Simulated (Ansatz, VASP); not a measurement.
## Two plane-wave programs on TaN

```
Ta N
1.0
     3.05000    0.00000    0.00000
    -1.52500    2.64138    0.00000
     0.00000    0.00000    4.94000
Ta N
2 2
Direct
  0.33333 0.66667 0.00000
  0.66667 0.33333 0.50000
  0.33333 0.66667 0.38500
  0.66667 0.33333 0.88500
```

Alike in both runs: task single point; functional PBEsol; k mesh 7 × 7 × 4; occupations gaussian, width 0.05 eV; collinear spin; Hubbard terms Ta d U = 6.0 eV.

|  | VASP | Ansatz |
| --- | --- | --- |
| version | VASP 6.6.1 | Ansatz 0.2.0 |
| potentials or method | VASP PAW PBE potentials, release 64 (Ta_pv, N), cutoff 520 eV | scalar-relativistic, plane waves, PAW |
| valence electrons in the cell | 32 | 36 |

```tsv
	VASP	Ansatz	Ansatz less VASP
gap on the k mesh at the Fermi level (eV)	none	none	-
rms of the force components (eV/Å)	1.394	1.311	-0.0833
net moment per atom (μB)	0.00	0.00	0.000
```

VASP's potentials were made for PBE, not for PBEsol. The programs project onto different local orbitals, so the same U acts differently, and such runs can settle in different states. Atom by atom the forces differ by 0.083 eV/Å (rms over components). A gap of «none» marks a metal or a gap that the smearing closes. VASP's potentials hold 32 valence electrons a cell and Ansatz's 36, so a difference there can come from the potentials and not from the codes. Ansatz's warnings: filled band counts differ across k points, seeded moment not kept, specified occupation not kept.

Spin-orbit coupling is off throughout.
